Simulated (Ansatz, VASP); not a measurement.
Two plane-wave programs on Cs2ZnSiCl6

```
CELL_PARAMETERS angstrom
0.00000 5.17020 5.17020
5.17020 0.00000 5.17020
5.17020 5.17020 0.00000
ATOMIC_POSITIONS crystal
Cs 0.25000 0.25000 0.25000
Cs 0.75000 0.75000 0.75000
Si 0.00000 0.00000 0.00000
Zn 0.50000 0.50000 0.50000
Cl 0.75373 0.24627 0.24627
Cl 0.24627 0.75373 0.24627
Cl 0.24627 0.75373 0.75373
Cl 0.75373 0.24627 0.75373
Cl 0.24627 0.24627 0.75373
Cl 0.75373 0.75373 0.24627
```

Alike in both runs: task single point; functional HSE06; k mesh 2 × 2 × 2; no spin polarisation.

|  | VASP | Ansatz |
| --- | --- | --- |
| version | VASP 6.6.1 | Ansatz 0.2.0 |
| potentials or method | VASP PAW PBE potentials, release 64 (Cs_sv, Si, Zn, Cl), cutoff 400 eV | PAW plane waves |
| occupations | fermi-dirac, width 0.1 eV | fermi-dirac |
| valence electrons in the cell | 76 | 76 |

|  | VASP | Ansatz | Ansatz less VASP |
| --- | --- | --- | --- |
| pressure (GPa) | -0.5 | -0.4 | +0.11 |
| rms of the force components (eV/Å) | 0.309 | 0.315 | +0.0059 |

Atom by atom the forces differ by 0.006 eV/Å (rms over components). Ansatz's warnings: stress exchange threshold loose, stress scf threshold loose.

The k mesh is coarse, so the values compare programs but aren't converged. Neither program's run includes spin-orbit coupling.
